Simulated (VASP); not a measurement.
Input of a VASP 6.6.1 run:

File INCAR:

```
SYSTEM = Pd
  PREC = Accurate
  ENCUT = 520
  EDIFF = 1E-6
  ISMEAR = 0
  SIGMA = 0.15
  LREAL = .False.
  LASPH = .True.
  NELM = 80
  ALGO = Fast
  ISIF = 2
  LWAVE = .False.
  LCHARG = .False.
  GGA = PE
  NBANDS = 11
```

Contents of KPOINTS:

```
regular mesh
0
Gamma
  8 8 8
  0 0 0
```

The input POSCAR:

```
Pd
1.0
    0.0000000000      2.0421450000      1.9449000000
    2.0421450000      0.0000000000      1.9449000000
    2.0421450000      2.0421450000      0.0000000000
Pd
1
Direct
    0.0000000000      0.0000000000      0.0000000000
```

Potentials or basis: VASP PAW PBE potentials, release 64 (Pd).

The run is started by

```bash
$ cat potpaw_PBE.64/Pd/POTCAR > POTCAR
$ mpirun -np 1 vasp_std > vasp.out
```

Q: Predict the band gap on the k mesh.

A: Zero (band 5 reaches 8.64 eV, above the bottom of band 6 at 7.18 eV).

Q: Predict the pressure.

A: -7.7 GPa.

Stress tensor (GPa, compression positive):
```
-8.21  0.00  0.00
 0.00 -8.21  0.00
 0.00  0.00 -6.74
```

Caveat: the cell differs from its parent crystal (strain +0.050 along x and y, +0.000 along z).
